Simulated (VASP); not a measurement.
# SnO (Cmme) in VASP: single point with PBEsol

Aim: the single point of SnO with PBEsol.

Program: VASP 6.6.1. These are calculated values, not measurements. Logs are shortened: lines on timing, memory, paths and dates and some standing lists are left out, and cuts for length are marked.

### 1 The cell of the first run

The structure is orthorhombic, space group Cmme (No. 67). Conventional cell: a = 5.370 Å, b = 5.384 Å, c = 4.836 Å, α = 90.00°, β = 90.00°, γ = 90.00°. Within 2.9 Å of Sn (site symmetry mm2) lie 4 O at 2.22 Å. Within 2.9 Å of O (site symmetry 222) lie 4 Sn at 2.22 Å and 4 O at 2.69 Å.

### 2 Single point, PBEsol (strain +0.0025 x Voigt [0, 0, 0, 0, 0, 1])

Contents of INCAR:

```
ALGO = Normal
EDIFF = 1E-6
ENCUT = 520
GGA = PS
ISIF = 2
ISMEAR = 0
LASPH = True
LCHARG = True
LELF = True
LREAL = False
LVHAR = True
LWAVE = False
NBANDS = 28
NELM = 60
PREC = Accurate
SIGMA = 0.15
```

Contents of KPOINTS:

```
k-points
0
Gamma
  12 12 10
```

Contents of POSCAR:

```
SnO
1.0
    3.8020000000      0.0047525000      0.0000000000
    0.0047525000      3.8020000000      0.0000000000
    0.0000000000      0.0000000000      4.8360000000
Sn O
2 2
Direct
    0.0000000000      0.5000000000      0.2385000000
    0.5000000000      0.0000000000      0.7615000000
    0.0000000000      0.0000000000      0.0000000000
    0.5000000000      0.5000000000      0.0000000000
```

Potentials or basis: VASP PAW PBE potentials, release 64 (Sn_d, O).

Launch:

```bash
$ cat potpaw_PBE.64/Sn_d/POTCAR potpaw_PBE.64/O/POTCAR > POTCAR
$ mpirun -np 1 vasp_std > vasp.out
```

OUTCAR:

```text
EDIFF = 1E-6
   ENCUT = 520
   GGA = PS
   ISIF = 2
   ISMEAR = 0
   LASPH = True
   LREAL = False
   NELM = 60
   PREC = Accurate

 ion  position               nearest neighbor table
   1  0.000  0.500  0.239-   3 2.22   4 2.22   3 2.22   4 2.22   2 3.54   2 3.54   2 3.54   2 3.54
                             2 3.69   2 3.69   2 3.69   2 3.69
   2  0.500  0.000  0.761-   3 2.22   4 2.22   4 2.22   3 2.22   1 3.54   1 3.54   1 3.54   1 3.54
                             1 3.69   1 3.69   1 3.69   1 3.69
   3  0.000  0.000  0.000-   1 2.22   2 2.22   1 2.22   2 2.22
   4  0.500  0.500  0.000-   1 2.22   2 2.22   2 2.22   1 2.22

  LATTYP: Found a base centered orthorhombic cell.
 ALAT       =     5.3701189142
 B/A-ratio  =     1.0025031289
 C/A-ratio  =     0.9005387175

  Lattice vectors:

 A1 = (  -0.0047525000,  -3.8020000000,   0.0000000000)
 A2 = (   3.8020000000,   0.0047525000,   0.0000000000)
 A3 = (   0.0000000000,   0.0000000000,   4.8360000000)

Analysis of symmetry for initial positions (statically):
=====================================================================
 Subroutine PRICEL returns:
 Original cell was already a primitive cell.

 Routine SETGRP: Setting up the symmetry group for a
 base centered orthorhombic supercell.

 Subroutine GETGRP returns: Found  8 space group operations
 (whereof  4 operations were pure point group operations)
 out of a pool of  8 trial point group operations.

The static configuration has the point symmetry D_2 .
 The point group associated with its full space group is D_2h.

Analysis of symmetry for dynamics (positions and initial velocities):
=====================================================================
 Subroutine PRICEL returns:
 Original cell was already a primitive cell.

 Routine SETGRP: Setting up the symmetry group for a
 base centered orthorhombic supercell.

 Subroutine GETGRP returns: Found  8 space group operations
 (whereof  4 operations were pure point group operations)
 out of a pool of  8 trial point group operations.

The dynamic configuration has the point symmetry D_2 .
 The point group associated with its full space group is D_2h.

 Subroutine INISYM returns: Found  8 space group operations
 (whereof  4 operations are pure point group operations),
 and found     1 'primitive' translations

----------------------------------------------------------------------------------------

                                     Primitive cell

  volume of cell :      69.9053

  direct lattice vectors                    reciprocal lattice vectors
     3.802000000  0.004752500  0.000000000     0.263019874 -0.000328775  0.000000000
     0.004752500  3.802000000  0.000000000    -0.000328775  0.263019874  0.000000000
     0.000000000  0.000000000  4.836000000     0.000000000  0.000000000  0.206782465

  length of vectors
     3.802002970  3.802002970  4.836000000     0.263020080  0.263020080  0.206782465

  position of ions in fractional coordinates (direct lattice)
     0.000000000  0.500000000  0.238500000
     0.500000000  0.000000000  0.761500000
     0.000000000  0.000000000  0.000000000
     0.500000000  0.500000000  0.000000000

  ion indices of the primitive-cell ions
   primitive index   ion index
                 1           1
                 2           2
                 3           3
                 4           4

----------------------------------------------------------------------------------------

 KPOINTS: k-points

Automatic generation of k-mesh.
 Grid dimensions read from file:
 generate k-points for:   12   12   10

 Generating k-lattice:

  Cartesian coordinates                     Fractional coordinates (reciprocal lattice)
     0.021918323 -0.000027398  0.000000000     0.083333333 -0.000000000  0.000000000
    -0.000027398  0.021918323  0.000000000    -0.000000000  0.083333333  0.000000000
     0.000000000  0.000000000  0.020678246     0.000000000  0.000000000  0.100000000

  Length of vectors
     0.021918340  0.021918340  0.020678246

  Shift w.r.t. Gamma in fractional coordinates (k-lattice)
     0.000000000  0.000000000  0.000000000

 Subroutine IBZKPT returns following result:
 ===========================================

 Found    258 irreducible k-points:

 Following reciprocal coordinates:
            Coordinates               Weight
  0.000000  0.000000  0.000000      1.000000
  0.083333  0.000000  0.000000      4.000000
  0.166667  0.000000  0.000000      4.000000
  0.250000  0.000000  0.000000      4.000000
  0.333333  0.000000  0.000000      4.000000
  0.416667 -0.000000  0.000000      4.000000
[... 16 lines left out ...]
  0.500000  0.166667  0.000000      4.000000
 -0.416667  0.166667  0.000000      4.000000
 [... further k-points ...]
   k-points           NKPTS =    258   k-points in BZ     NKDIM =    258   number of bands    NBANDS=     28
   number of dos      NEDOS =    301   number of ions     NIONS =      4
   total plane-waves  NPLWV =  28224
   dimension x,y,z NGX =    28 NGY =   28 NGZ =   36
   dimension x,y,z NGXF=    56 NGYF=   56 NGZF=   72
   ions per type =               2   2
   NGX,Y,Z   is equivalent  to a cutoff of  12.24, 12.24, 12.38 a.u.
   NGXF,Y,Z  is equivalent  to a cutoff of  24.49, 24.49, 24.75 a.u.
 SYSTEM =  unknown system
   PREC   = accura    normal or accurate (medium, high low for compatibility)
   ISTART =      0    job   : 0-new  1-cont  2-samecut
   ICHARG =      2    charge: 1-file 2-atom 10-const
   ISPIN  =      1    spin polarized calculation?
   LNONCOLLINEAR =      F non collinear calculations
   LSORBIT =      F    spin-orbit coupling
   LASPH  =      T    aspherical Exc in radial PAW
   ENCUT  =  520.0 eV  38.22 Ry    6.18 a.u.   7.07  7.07  8.99*2*pi/ulx,y,z
   NELM   =     60;   NELMIN=  2; NELMDL= -5     # of ELM steps
   EDIFF  = 0.1E-05   stopping-criterion for ELM
   LREAL  =      F    real-space projection
   EDIFFG = 0.1E-04   stopping-criterion for IOM
   NSW    =      0    number of steps for IOM
   IBRION =     -1    ionic relax: 0-MD 1-quasi-New 2-CG
   NFREE  =      0    steps in history (QN), initial steepest desc. (CG)
   ISIF   =      2    stress and relaxation
   ISYM   =      2    0-nonsym 1-usesym 2-fastsym
   POTIM  = 0.5000    time-step for ionic-motion
   TEBEG  =    0.0;   TEEND  =   0.0 temperature during run
   PSTRESS=    0.0 pullay stress
   NELECT =      40.0000    total number of electrons
   NUPDOWN=      -1.0000    fix difference up-down
   EMIN   =  10.00;   EMAX   =-10.00  energy-range for DOS
   EFERMI =   0.00;   METHOD = LEGACY
   ISMEAR =     0;   SIGMA  =   0.15  broadening in eV -4-tet -1-fermi 0-gaus
   EFERMI_NEDOS =   21; number of points for ismear=-14 and -15
   IALGO  =     38    algorithm
   IMIX   =      4    mixing-type and parameters
     AMIX     =   0.40;   BMIX     =  1.00
     AMIX_MAG =   1.60;   BMIX_MAG =  1.00
  volume/ion in A,a.u.               =      17.48       117.94
  Fermi-wavevector in a.u.,A,eV,Ry     =   1.359121  2.568367 25.132827  1.847211
  Thomas-Fermi vector in A             =   2.485896
   LORBIT       =      0    0 simple, 1 ext, 2 COOP (PROOUT), +10 PAW based schemes
   GGA     = PS    functional components
   LHFCALC =     F    Hartree Fock is set to
   AEXX    =    0.0000 exact exchange contribution
   IVDW    =     0    specifies the selected vdW correction
   LEPSILON=     F    determine dielectric tensor
   LRPA    =     F    only Hartree local field effects (RPA)
 non-spin polarized calculation
 Gauss-broadening in eV      SIGMA  =   0.15
  energy-cutoff  :      520.00
  volume of cell :       69.91
 maximum number of plane-waves:      1902
   NGX = 15   NGY = 15   NGZ = 17

 number of electron      39.9999991 magnetization

 Free energy of the ion-electron system (eV)
  ---------------------------------------------------
  ext. energy  EPLUGINS =         0.00000000
  ---------------------------------------------------
  free energy    TOTEN  =       -24.21188321 eV

  energy without entropy =      -24.21066579  energy(sigma->0) =      -24.21127450

 E-fermi :   7.1533     XC(G=0): -10.4978

 val. band max:        7.0581889310   @ k =   0.5000   0.5000   0.0000
 cond. band min:       7.2051044223   @ k =   0.5000   0.5000   0.1000
 fundamental gap:      0.1469154912
 Fermi energy:         7.1532717973

 k-point     1 :       0.0000    0.0000    0.0000
  band No.  band energies     occupation
      1     -14.8785      2.00000
      2     -14.4318      2.00000
      3     -14.4298      2.00000
      4     -14.4270      2.00000
      5     -14.3804      2.00000
      6     -14.3755      2.00000
[... 20 lines left out ...]
     27      13.7304      0.00000
     28      14.1086      0.00000

 k-point     2 :       0.0833    0.0000    0.0000
  band No.  band energies     occupation
      1     -14.8747      2.00000
      2     -14.4301      2.00000
      3     -14.4282      2.00000
      4     -14.4256      2.00000
      5     -14.3811      2.00000
      6     -14.3728      2.00000
[... 20 lines left out ...]
     27      13.8634      0.00000
     28      14.7172      0.00000

 k-point     3 :       0.1667    0.0000    0.0000
  band No.  band energies     occupation
      1     -14.8639      2.00000
      2     -14.4490      2.00000
      3     -14.4256      2.00000
      4     -14.4234      2.00000
      5     -14.3963      2.00000
      6     -14.3829      2.00000
[... 20 lines left out ...]
     27      14.0081      0.00000
     28      16.0111      0.00000

 k-point     4 :       0.2500    0.0000    0.0000
  band No.  band energies     occupation
      1     -14.8468      2.00000
      2     -14.5316      2.00000
      3     -14.4183      2.00000
      4     -14.4158      2.00000
      5     -14.3936      2.00000
      6     -14.3853      2.00000
[... 578 lines left out ...]
     27      15.0160      0.00000
     28      15.3906      0.00000

 k-point    23 :       0.5000    0.1667    0.0000
  band No.  band energies     occupation
      1     -14.7665      2.00000
      2     -14.7657      2.00000
      3     -14.4005      2.00000
      4     -14.3997      2.00000
      5     -14.3862      2.00000
      6     -14.3859      2.00000
[... 20 lines left out ...]
     27      15.1520      0.00000
     28      15.1765      0.00000

 k-point    24 :      -0.4167    0.1667    0.0000
  band No.  band energies     occupation
      1     -14.8011      2.00000
      2     -14.7179      2.00000
      3     -14.4087      2.00000
      4     -14.3956      2.00000
      5     -14.3858      2.00000
      6     -14.3856      2.00000
[... 20 lines left out ...]
     27      15.0065      0.00000
     28      15.4211      0.00000

 [... further k-points ...]
[... 5 lines left out ...]
  --------------------------------------------------------------------------------------
  -------------------------------------------------------------------------------------
  Total        0.1391719      0.1391719     -0.0477171     -0.0907167      0.0000000      0.0000000
  in kB        3.1897170      3.1897170     -1.0936403     -2.0791606      0.0000000      0.0000000
  external PRESSURE =       1.7619312 kB  Pullay stress =       0.0000000 kB

 VOLUME and BASIS-vectors are now :
 -----------------------------------------------------------------------------
  energy-cutoff  :      520.00
  volume of cell :       69.91
      direct lattice vectors                 reciprocal lattice vectors
     3.802000000  0.004752500  0.000000000     0.263019874 -0.000328775  0.000000000
     0.004752500  3.802000000  0.000000000    -0.000328775  0.263019874  0.000000000
     0.000000000  0.000000000  4.836000000     0.000000000  0.000000000  0.206782465

 POSITION                                       TOTAL-FORCE (eV/Angst)
 -----------------------------------------------------------------------------------
      0.00238      1.90100      1.15339        -0.000000      0.000000      0.146420
      1.90100      0.00238      3.68261         0.000000      0.000000     -0.146420
      0.00000      0.00000      0.00000         0.000000      0.000000      0.000000
      1.90338      1.90338      0.00000        -0.000000      0.000000      0.000000
 -----------------------------------------------------------------------------------
    total drift:                                0.000000      0.000000      0.000000

  FREE ENERGIE OF THE ION-ELECTRON SYSTEM (eV)
  ---------------------------------------------------
  free  energy   TOTEN  =       -24.2118832067 eV

  energy  without entropy=      -24.2106657916  energy(sigma->0) =      -24.21127450
```

It took 5 min on 1 thread of Intel Xeon Platinum 8259CL at 2.50GHz (Skylake/Cascade Lake), shared host; peak memory 0.48 GiB.

Results:

| Property | Result |
| --- | --- |
| Free energy | -24.2119 eV |
| Pressure | 0.2 GPa |
| Largest force | 0.146 eV/Å |
| Band gap on the k mesh | zero (filled and empty bands overlap) |

Forces on the atoms (eV/Å):
```
Sn   0.000  0.000  0.146
Sn   0.000  0.000 -0.146
O    0.000  0.000  0.000
O    0.000  0.000  0.000
```

Caveat: the cell differs from its parent crystal (strain +0.0025 x Voigt [0, 0, 0, 0, 0, 1]); the PAW data sets were made with another functional, which shifts forces and pressure a little; spin-orbit coupling is left out, which moves the levels of the heavy elements.
